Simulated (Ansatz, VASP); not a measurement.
**AlN: VASP beside Ansatz**

```
Al N
1.0
     3.12977    0.00000    0.00000
    -1.56488    2.71046    0.00000
     0.00000    0.00000    5.01731
Al N
2 2
Direct
  0.33333 0.66667 0.96469
  0.66667 0.33333 0.46469
  0.33333 0.66667 0.41731
  0.66667 0.33333 0.91731
```

Change from the starting cell: polar distortion scaled by 0.40.

Alike in both runs: task single point; functional PBE; k mesh 9 × 9 × 6; no spin polarisation.

|  | VASP | Ansatz |
| --- | --- | --- |
| version | VASP 6.6.1 | Ansatz 0.2.0 |
| potentials or method | VASP PAW PBE potentials, release 64 (Al, N), cutoff 520 eV | scalar-relativistic, plane waves, PAW |
| occupations | gaussian, width 0.01 eV | fixed |
| valence electrons in the cell | 16 | 16 |

Ansatz gave:

| Property | Result |
| --- | --- |
| gap on the k mesh at the Fermi level (eV) | 2.94 |
| least direct gap on the mesh (eV) | 2.94 |
| pressure (GPa) | 5.7 |
| traceless stress, the component that is largest in VASP (GPa) | -15.52 |
| rms of the force components (eV/Å) | 0.663 |

Q: Estimate VASP's values.

A: gap on the k mesh at the Fermi level (eV): 2.95; least direct gap on the mesh (eV): 2.95; pressure (GPa): 5.5; traceless stress, the component that is largest in VASP (GPa): -15.51; rms of the force components (eV/Å): 0.664.

Atom by atom the forces differ by 0.001 eV/Å (rms over components).
